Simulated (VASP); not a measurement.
# Co (P6_3/mmc) in VASP: notebook

Runs on Co. Level: PBE. Tasks: single point, relaxation of cell and atoms.

Program: VASP 6.6.1. These are calculated values, not measurements. Logs are shortened: lines on timing, memory, paths and dates and some standing lists are left out, and cuts for length are marked.

## (1) The cell of the first run

The structure is hexagonal, space group P6_3/mmc (No. 194). The conventional cell has a = 2.392 Å, b = 2.392 Å, c = 8.288 Å, α = 90.00°, β = 90.00°, γ = 120.00°. Co (site symmetry -3m) has 12 Co at 2.39 to 2.49 Å within 3.2 Å. Within 3.2 Å of Co (site symmetry -6m2) lie 12 Co at 2.39 to 2.49 Å.

## (2) Single point, PBE, collinear spin, ferromagnetic start (biaxial strain in the a-b plane: -4.0 %)

File INCAR:

```
SYSTEM = Co
ALGO = Normal
EDIFF = 1E-7
ENCUT = 520
GGA = PE
ISIF = 2
ISMEAR = 0
ISPIN = 2
LASPH = .TRUE.
LCHARG = .FALSE.
LMAXMIX = 4
LORBIT = 11
LREAL = .FALSE.
LWAVE = .FALSE.
MAGMOM = 1.88 1.88 1.88 1.88
NBANDS = 30
NELM = 150
PREC = Accurate
SIGMA = 0.1
```

File KPOINTS:

```
k-points
0
G
  24 24 8
  0 0 0
```

File POSCAR:

```
Co
1.0
    2.3919312151      0.0000000000      0.0000000000
   -1.1959656075      2.0714731964      0.0000000000
    0.0000000000      0.0000000000      8.2875570778
Co
4
Direct
    0.0000000000      0.0000000000      0.0000000000
    0.3333333333      0.6666666667      0.2500000000
    0.0000000000      0.0000000000      0.5000000000
    0.6666666667      0.3333333333      0.7500000000
```

Potentials or basis: VASP PAW PBE potentials, release 64 (Co).

Launch:

```
> cat potpaw_PBE.64/Co/POTCAR > POTCAR
> mpirun -np 1 vasp_std > vasp.out
```

OUTCAR:

```text
SYSTEM = Co
   EDIFF = 1E-7
   ENCUT = 520
   GGA = PE
   ISIF = 2
   ISMEAR = 0
   ISPIN = 2
   LASPH = .TRUE.
   LORBIT = 11
   LREAL = .FALSE.
   NELM = 150
   PREC = Accurate

 ion  position               nearest neighbor table
   1  0.000  0.000  0.000-   2 2.49   4 2.49   2 2.49   4 2.49   4 2.49   2 2.49
   2  0.333  0.667  0.250-   1 2.49   3 2.49   1 2.49   3 2.49   1 2.49   3 2.49
   3  0.000  0.000  0.500-   2 2.49   4 2.49   2 2.49   4 2.49   4 2.49   2 2.49
   4  0.667  0.333  0.750-   1 2.49   3 2.49   1 2.49   3 2.49   1 2.49   3 2.49

  LATTYP: Found a hexagonal cell.
 ALAT       =     2.3919312151
 C/A-ratio  =     3.4647974095

  Lattice vectors:

 A1 = (   2.3919312151,   0.0000000000,   0.0000000000)
 A2 = (  -1.1959656075,   2.0714731964,   0.0000000000)
 A3 = (   0.0000000000,   0.0000000000,   8.2875570778)

Analysis of symmetry for initial positions (statically):
=====================================================================
 Subroutine PRICEL returns:
 Original cell was already a primitive cell.

 Routine SETGRP: Setting up the symmetry group for a
 hexagonal supercell.

 Subroutine GETGRP returns: Found 24 space group operations
 (whereof 12 operations were pure point group operations)
 out of a pool of 24 trial point group operations.

The static configuration has the point symmetry D_3d.
 The point group associated with its full space group is D_6h.

Analysis of symmetry for dynamics (positions and initial velocities):
=====================================================================
 Subroutine PRICEL returns:
 Original cell was already a primitive cell.

 Routine SETGRP: Setting up the symmetry group for a
 hexagonal supercell.

 Subroutine GETGRP returns: Found 24 space group operations
 (whereof 12 operations were pure point group operations)
 out of a pool of 24 trial point group operations.

The dynamic configuration has the point symmetry D_3d.
 The point group associated with its full space group is D_6h.

Analysis of structural, dynamic, and magnetic symmetry:
=====================================================================
 Subroutine PRICEL returns:
 Original cell was already a primitive cell.

 Routine SETGRP: Setting up the symmetry group for a
 hexagonal supercell.

 Subroutine GETGRP returns: Found 24 space group operations
 (whereof 12 operations were pure point group operations)
 out of a pool of 24 trial point group operations.

The overall configuration has the point symmetry D_3d.
 The point group associated with its full space group is D_6h.

 Subroutine INISYM returns: Found 24 space group operations
 (whereof 12 operations are pure point group operations),
 and found     1 'primitive' translations

----------------------------------------------------------------------------------------

                                     Primitive cell

  volume of cell :      41.0634

  direct lattice vectors                    reciprocal lattice vectors
     2.391931215  0.000000000  0.000000000     0.418072223  0.241374110  0.000000000
    -1.195965608  2.071473196  0.000000000     0.000000000  0.482748221  0.000000000
     0.000000000  0.000000000  8.287557078     0.000000000  0.000000000  0.120662819

  length of vectors
     2.391931215  2.391931215  8.287557078     0.482748221  0.482748221  0.120662819

  position of ions in fractional coordinates (direct lattice)
     0.000000000  0.000000000  0.000000000
     0.333333333  0.666666667  0.250000000
     0.000000000  0.000000000  0.500000000
     0.666666667  0.333333333  0.750000000

  ion indices of the primitive-cell ions
   primitive index   ion index
                 1           1
                 2           2
                 3           3
                 4           4

----------------------------------------------------------------------------------------

 KPOINTS: k-points

Automatic generation of k-mesh.
 Grid dimensions read from file:
 generate k-points for:   24   24    8

 Generating k-lattice:

  Cartesian coordinates                     Fractional coordinates (reciprocal lattice)
     0.017419676  0.010057255  0.000000000     0.041666667 -0.000000000  0.000000000
     0.000000000  0.020114509  0.000000000     0.000000000  0.041666667  0.000000000
     0.000000000  0.000000000  0.015082852     0.000000000  0.000000000  0.125000000

  Length of vectors
     0.020114509  0.020114509  0.015082852

  Shift w.r.t. Gamma in fractional coordinates (k-lattice)
     0.000000000  0.000000000  0.000000000

 Subroutine IBZKPT returns following result:
 ===========================================

 Found    305 irreducible k-points:

 Following reciprocal coordinates:
            Coordinates               Weight
  0.000000  0.000000  0.000000      1.000000
  0.041667 -0.000000  0.000000      6.000000
  0.083333 -0.000000  0.000000      6.000000
  0.125000  0.000000  0.000000      6.000000
  0.166667  0.000000  0.000000      6.000000
  0.208333  0.000000  0.000000      6.000000
[... 16 lines left out ...]
  0.416667  0.041667  0.000000     12.000000
  0.458333  0.041667  0.000000     12.000000
 [... further k-points ...]
   k-points           NKPTS =    305   k-points in BZ     NKDIM =    305   number of bands    NBANDS=     30
   number of dos      NEDOS =    301   number of ions     NIONS =      4
   total plane-waves  NPLWV =  20736
   dimension x,y,z NGX =    18 NGY =   18 NGZ =   64
   dimension x,y,z NGXF=    36 NGYF=   36 NGZF=  128
   ions per type =               4
   NGX,Y,Z   is equivalent  to a cutoff of  12.51, 12.51, 12.84 a.u.
   NGXF,Y,Z  is equivalent  to a cutoff of  25.02, 25.02, 25.68 a.u.
 SYSTEM =  Co
   PREC   = accura    normal or accurate (medium, high low for compatibility)
   ISTART =      0    job   : 0-new  1-cont  2-samecut
   ICHARG =      2    charge: 1-file 2-atom 10-const
   ISPIN  =      2    spin polarized calculation?
   LNONCOLLINEAR =      F non collinear calculations
   LSORBIT =      F    spin-orbit coupling
   LASPH  =      T    aspherical Exc in radial PAW
   ENCUT  =  520.0 eV  38.22 Ry    6.18 a.u.   4.45  4.45 15.41*2*pi/ulx,y,z
   NELM   =    150;   NELMIN=  2; NELMDL= -5     # of ELM steps
   EDIFF  = 0.1E-06   stopping-criterion for ELM
   LREAL  =      F    real-space projection
   EDIFFG = 0.1E-05   stopping-criterion for IOM
   NSW    =      0    number of steps for IOM
   IBRION =     -1    ionic relax: 0-MD 1-quasi-New 2-CG
   NFREE  =      0    steps in history (QN), initial steepest desc. (CG)
   ISIF   =      2    stress and relaxation
   ISYM   =      2    0-nonsym 1-usesym 2-fastsym
   POTIM  = 0.5000    time-step for ionic-motion
   TEBEG  =    0.0;   TEEND  =   0.0 temperature during run
   PSTRESS=    0.0 pullay stress
   NELECT =      36.0000    total number of electrons
   NUPDOWN=      -1.0000    fix difference up-down
   EMIN   =  10.00;   EMAX   =-10.00  energy-range for DOS
   EFERMI =   0.00;   METHOD = LEGACY
   ISMEAR =     0;   SIGMA  =   0.10  broadening in eV -4-tet -1-fermi 0-gaus
   EFERMI_NEDOS =   21; number of points for ismear=-14 and -15
   IALGO  =     38    algorithm
   IMIX   =      4    mixing-type and parameters
     AMIX     =   0.40;   BMIX     =  1.00
     AMIX_MAG =   1.60;   BMIX_MAG =  1.00
  volume/ion in A,a.u.               =      10.27        69.28
  Fermi-wavevector in a.u.,A,eV,Ry     =   1.566838  2.960895 33.402057  2.454982
  Thomas-Fermi vector in A             =   2.669107
   LORBIT       =     11    0 simple, 1 ext, 2 COOP (PROOUT), +10 PAW based schemes
   GGA     = PE    functional components
   LHFCALC =     F    Hartree Fock is set to
   AEXX    =    0.0000 exact exchange contribution
   IVDW    =     0    specifies the selected vdW correction
   LEPSILON=     F    determine dielectric tensor
   LRPA    =     F    only Hartree local field effects (RPA)
 spin polarized calculation
 Gauss-broadening in eV      SIGMA  =   0.10
  energy-cutoff  :      520.00
  volume of cell :       41.06
 maximum number of plane-waves:      1135
 NGX is ok and might be reduce to    18
   NGX =  9   NGY =  9   NGZ = 31

 number of electron      36.0000047 magnetization       6.3818357

 Free energy of the ion-electron system (eV)
  ---------------------------------------------------
  ext. energy  EPLUGINS =         0.00000000
  ---------------------------------------------------
  free energy    TOTEN  =       -27.90364818 eV

  energy without entropy =      -27.88396541  energy(sigma->0) =      -27.89380680

 E-fermi :  11.1571     XC(G=0): -13.7303

 val. band max:       11.1566140573   @ k =   0.2500   0.2083   0.5000
 cond. band min:      11.1576297577   @ k =   0.4583   0.0417   0.0000
 fundamental gap:      0.0010157004
 Fermi energy:        11.1570744980

 spin component 1

 k-point     1 :       0.0000    0.0000    0.0000
  band No.  band energies     occupation
      1       1.8194      1.00000
      2       3.9330      1.00000
      3       3.9462      1.00000
      4       5.5949      1.00000
      5       7.7849      1.00000
      6       7.8127      1.00000
[... 781 lines left out ...]
     29      23.5581      0.00000
     30      24.6664      0.00000

 [... further k-points ...]

 spin component 2

 k-point     1 :       0.0000    0.0000    0.0000
  band No.  band energies     occupation
      1       1.8456      1.00000
      2       4.0317      1.00000
      3       4.0323      1.00000
      4       6.4435      1.00000
      5       9.0393      1.00000
      6       9.0897      1.00000
[... 781 lines left out ...]
     29      24.1594      0.00000
     30      25.2196      0.00000

 [... further k-points ...]
[... 5 lines left out ...]
  --------------------------------------------------------------------------------------
  -------------------------------------------------------------------------------------
  Total        5.7964760      5.7964760     -0.3219473      0.0000000      0.0000000      0.0000000
  in kB      226.1622335    226.1622335    -12.5614793      0.0000000      0.0000000      0.0000000
  external PRESSURE =     146.5876626 kB  Pullay stress =       0.0000000 kB

 VOLUME and BASIS-vectors are now :
 -----------------------------------------------------------------------------
  energy-cutoff  :      520.00
  volume of cell :       41.06
      direct lattice vectors                 reciprocal lattice vectors
     2.391931215  0.000000000  0.000000000     0.418072223  0.241374110  0.000000000
    -1.195965608  2.071473196  0.000000000     0.000000000  0.482748221  0.000000000
     0.000000000  0.000000000  8.287557078     0.000000000  0.000000000  0.120662819

 POSITION                                       TOTAL-FORCE (eV/Angst)
 -----------------------------------------------------------------------------------
      0.00000      0.00000      0.00000        -0.000000      0.000000      0.000000
     -0.00000      1.38098      2.07189         0.000000     -0.000000     -0.000000
      0.00000      0.00000      4.14378        -0.000000      0.000000      0.000000
      1.19597      0.69049      6.21567        -0.000000      0.000000     -0.000000
 -----------------------------------------------------------------------------------
    total drift:                                0.000000     -0.000000      0.000000

  FREE ENERGIE OF THE ION-ELECTRON SYSTEM (eV)
  ---------------------------------------------------
  free  energy   TOTEN  =       -27.9036481828 eV

  energy  without entropy=      -27.8839654126  energy(sigma->0) =      -27.89380680

 total charge

# of ion       s       p       d       tot
------------------------------------------
    1        0.516   0.573   7.305   8.394
    2        0.516   0.576   7.298   8.390
    3        0.516   0.573   7.305   8.394
    4        0.516   0.576   7.298   8.390
--------------------------------------------------
tot          2.063   2.297  29.207  33.568

 magnetization (x)

# of ion       s       p       d       tot
------------------------------------------
    1       -0.014  -0.049   1.657   1.594
    2       -0.013  -0.052   1.676   1.611
    3       -0.014  -0.049   1.657   1.594
    4       -0.013  -0.052   1.676   1.611
--------------------------------------------------
tot         -0.054  -0.202   6.665   6.409
```

Run time: 7.5 min. Hardware: 1 thread of AMD EPYC 9R45 (Zen 5), shared host; peak memory 0.52 GiB.

What came out:

- Free energy: -27.9036 eV
- Pressure: 14.7 GPa
- Net moment: 6.38 μB per cell
- Site moments: Co +1.59, +1.61 (each value once) μB
- Valence electrons inside the program's atomic spheres: Co 8.39

Caveat: the cell differs from its parent crystal (biaxial strain in the a-b plane: -4.0 %); the cell stands under pressure.

## (3) Single point, PBE, collinear spin, ferromagnetic start

This run uses another cell than the first one, of 9.77 Å³/atom.

File INCAR:

```
SYSTEM = Co
  PREC = Accurate
  ENCUT = 520
  EDIFF = 1E-7
  ISMEAR = 0
  SIGMA = 0.1
  LREAL = .FALSE.
  LASPH = .TRUE.
  NELM = 150
  ALGO = Fast
  ISIF = 2
  LWAVE = .FALSE.
  LCHARG = .FALSE.
  ISPIN = 2
  MAGMOM = 1.81 1.83 1.81 1.83
  LORBIT = 11
  LMAXMIX = 4
  GGA = PE
  NBANDS = 30
```

File KPOINTS:

```
regular mesh
0
G
  18 18 6
  0 0 0
```

File POSCAR:

```
Co
1.0
    2.4053888913      0.0000000000      0.0000000000
   -1.2026944456      2.0831278858      0.0000000000
    0.0000000000      0.0000000000      7.7963900359
Co
4
Direct
    0.0000000000      0.0000000000      0.0000000000
    0.3333333333      0.6666666667      0.2500000000
    0.0000000000      0.0000000000      0.5000000000
    0.6666666667      0.3333333333      0.7500000000
```

Potentials or basis: VASP PAW PBE potentials, release 64 (Co).

Launch:

```
> cat potpaw_PBE.64/Co/POTCAR > POTCAR
> mpirun -np 1 vasp_std > vasp.out
```

OUTCAR:

```text
SYSTEM = Co
   PREC = Accurate
   ENCUT = 520
   EDIFF = 1E-7
   ISMEAR = 0
   LREAL = .FALSE.
   LASPH = .TRUE.
   NELM = 150
   ISIF = 2
   ISPIN = 2
   LORBIT = 11
   GGA = PE

 ion  position               nearest neighbor table
   1  0.000  0.000  0.000-   2 2.39   4 2.39   2 2.39   4 2.39   4 2.39   2 2.39
   2  0.333  0.667  0.250-   1 2.39   3 2.39   1 2.39   3 2.39   1 2.39   3 2.39
   3  0.000  0.000  0.500-   2 2.39   4 2.39   2 2.39   4 2.39   4 2.39   2 2.39
   4  0.667  0.333  0.750-   1 2.39   3 2.39   1 2.39   3 2.39   1 2.39   3 2.39

  LATTYP: Found a hexagonal cell.
 ALAT       =     2.4053888913
 C/A-ratio  =     3.2412181099

  Lattice vectors:

 A1 = (   2.4053888913,   0.0000000000,   0.0000000000)
[... 1815 lines left out ...]
    -1.202694446  2.083127886  0.000000000     0.000000000  0.480047340  0.000000000
     0.000000000  0.000000000  7.796390036     0.000000000  0.000000000  0.128264491

 POSITION                                       TOTAL-FORCE (eV/Angst)
 -----------------------------------------------------------------------------------
      0.00000      0.00000      0.00000         0.000000      0.000000      0.000000
     -0.00000      1.38875      1.94910        -0.000000      0.000000     -0.000000
      0.00000      0.00000      3.89820         0.000000      0.000000      0.000000
      1.20269      0.69438      5.84729         0.000000     -0.000000      0.000000
 -----------------------------------------------------------------------------------
    total drift:                                0.000000     -0.000000      0.000000

  FREE ENERGIE OF THE ION-ELECTRON SYSTEM (eV)
  ---------------------------------------------------
  free  energy   TOTEN  =       -27.7852866949 eV

  energy  without entropy=      -27.7706028084  energy(sigma->0) =      -27.77794475

 total charge

# of ion       s       p       d       tot
------------------------------------------
    1        0.538   0.619   7.346   8.503
    2        0.537   0.623   7.338   8.498
    3        0.538   0.619   7.346   8.503
    4        0.537   0.623   7.338   8.498
--------------------------------------------------
tot          2.150   2.484  29.368  34.002

 magnetization (x)

# of ion       s       p       d       tot
------------------------------------------
    1       -0.015  -0.052   1.609   1.543
    2       -0.015  -0.054   1.632   1.563
    3       -0.015  -0.052   1.609   1.543
    4       -0.015  -0.054   1.632   1.563
--------------------------------------------------
tot         -0.060  -0.210   6.482   6.212
```

Run time: 12 min. Hardware: 1 thread of Intel Xeon 8259CL, shared host; peak memory 0.33 GiB.

What came out:

```yaml
Free_energy: -27.7853 eV
Pressure: 28.6 GPa
Net_moment: 6.22 μB per cell
Site_moments: Co +1.54, +1.56 (each value once) μB
Valence_electrons_inside_the_program's_atomic_spheres: Co 8.50
```

Caveat: the cell stands under pressure.

## (4) Single point, PBE, collinear spin, ferromagnetic start

This run uses another cell than the first one, of 10.73 Å³/atom.

File INCAR:

```
SYSTEM = Co
PREC = Accurate ; ENCUT = 600
EDIFF = 1E-6 ; ISMEAR = 0
SIGMA = 0.1 ; LREAL = .False.
LASPH = .True. ; NELM = 200
ALGO = Normal ; ISIF = 2
LWAVE = .False. ; LCHARG = .False.
ISPIN = 2 ; MAGMOM = 1.86 1.88 1.86 1.88
LORBIT = 11 ; LMAXMIX = 4
GGA = PE ; NBANDS = 30
GGA_COMPAT = .False.
```

File KPOINTS:

```
Automatic mesh
0
Gamma
  18 18 6
  0 0 0
```

File POSCAR:

```
Co
1.0
    2.4805202549      0.0000000000      0.0000000000
   -1.2402601275      2.1481935553      0.0000000000
    0.0000000000      0.0000000000      8.0562709006
Co
4
Direct
    0.0000000000      0.0000000000      0.0000000000
    0.3333333333      0.6666666667      0.2500000000
    0.0000000000      0.0000000000      0.5000000000
    0.6666666667      0.3333333333      0.7500000000
```

Launch:

```
> cat potpaw_PBE.64/Co/POTCAR > POTCAR
> mpirun -np 1 vasp_std > vasp.out
```

Run time: 4.6 min. Hardware: 1 thread of Intel Xeon Platinum 8488C (Sapphire Rapids), shared host; peak memory 0.41 GiB.

Results (log left out):

* Free energy: -28.1272 eV
* Pressure: 2.2 GPa
* Net moment: 6.45 μB per cell
* Site moments: Co +1.62, +1.64 (each value once) μB
* Valence electrons inside the program's atomic spheres: Co 8.30, 8.29 (each value once)

Levels at points of the mesh, in eV from the Fermi level:
Spin up:
```csv
k point,band 18,band 19,band 20,band 21,band 22,band 23,band 24,band 25,band 26,band 27
"(0.00, 0.00, 0.00)",-1.52,-1.52,-1.19,-1.19,-0.79,-0.79,-0.20,6.33,14.97,14.98
"(0.50, 0.00, 0.00)",-0.58,-0.55,-0.53,0.25,1.37,2.46,3.09,6.99,7.01,10.45
"(0.00, 0.00, 0.50)",-1.67,-1.67,-1.67,-0.97,-0.97,-0.97,-0.97,9.37,9.37,21.07
"(0.50, 0.00, 0.50)",-0.72,-0.58,-0.58,1.23,1.23,2.79,2.79,7.36,7.36,9.32
```
Spin down:
```csv
k point,band 12,band 13,band 14,band 15,band 16,band 17
"(0.00, 0.00, 0.00)",-0.86,-0.86,-0.82,-0.82,-0.25,0.03
"(0.50, 0.00, 0.00)",-0.12,-0.09,0.49,1.15,1.20,1.21
"(0.00, 0.00, 0.50)",-1.07,-0.97,-0.97,-0.97,-0.97,0.22
"(0.50, 0.00, 0.50)",-0.87,-0.24,-0.24,0.81,0.81,1.17
```

(Part 1 of 2 ends here.)
